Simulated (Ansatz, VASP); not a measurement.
Two plane-wave programs on Na

```
Na
1.0
     0.00000    2.54392    2.54392
     2.54392    0.00000    2.54392
     2.54392    2.54392    0.00000
Na
1
Direct
  0.00000 0.00000 0.00000
```

Alike in both runs: task single point; functional BLYP; k mesh 12 × 12 × 12; occupations fermi-dirac, width 0.1 eV; no spin polarisation.

|  | VASP | Ansatz |
| --- | --- | --- |
| version | VASP 6.6.1 | Ansatz 0.2.0 |
| potentials or method | VASP PAW PBE potentials, release 64 (Na_pv), cutoff 520 eV | plane waves (420 eV) with PAW, scalar-relativistic |
| valence electrons in the cell | 7 | 9 |

```csv
,VASP,Ansatz,Ansatz less VASP
pressure (GPa),1.1,1.2,+0.02
```

VASP's potentials were made for PBE, not for BLYP. VASP's potentials hold 7 valence electrons a cell and Ansatz's 9, so a difference there can come from the potentials and not from the codes.
